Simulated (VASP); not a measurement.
A run of VASP 6.6.1:

Contents of INCAR:

```
SYSTEM = AgO3
PREC = Accurate
ENCUT = 520
EDIFF = 1E-7
ISMEAR = 0
SIGMA = 0.1
LREAL = .FALSE.
LASPH = .TRUE.
NELM = 100
ALGO = Fast
ISIF = 2
LWAVE = .FALSE.
LCHARG = .FALSE.
GGA = PE
NBANDS = 39
```

KPOINTS

```
regular mesh
0
G
  12 12 6
  0 0 0
```

File POSCAR:

```
AgO3
1.0
    4.2743603748      0.0000000000      0.0000000000
   -2.1371801874      3.7017046695      0.0000000000
    0.0000000000      0.0000000000      6.7427064273
Ag O
2 6
Direct
    0.3333333333      0.6666666667      0.2500000000
    0.6666666667      0.3333333333      0.7500000000
    0.8327690758      0.6655381517      0.2500000000
    0.1672309242      0.8327690758      0.7500000000
    0.3344618483      0.1672309242      0.2500000000
    0.1672309242      0.3344618483      0.7500000000
    0.8327690758      0.1672309242      0.2500000000
    0.6655381517      0.8327690758      0.7500000000
```

Potentials or basis: VASP PAW PBE potentials, release 64 (Ag, O).

Launch:

```console
$ cat potpaw_PBE.64/Ag/POTCAR potpaw_PBE.64/O/POTCAR > POTCAR
$ mpirun -np 1 vasp_std > vasp.out
```

Hardware: 1 thread of Oxide Virtual Turin-like Processor, on a shared host.

**Question.** Estimate the wall time of this run.

**Answer.** It took 9.2 min on 1 thread of Oxide Virtual Turin-like Processor (shared host), peak memory 0.34 GiB. Counts: scf iterations 20, k points 76.
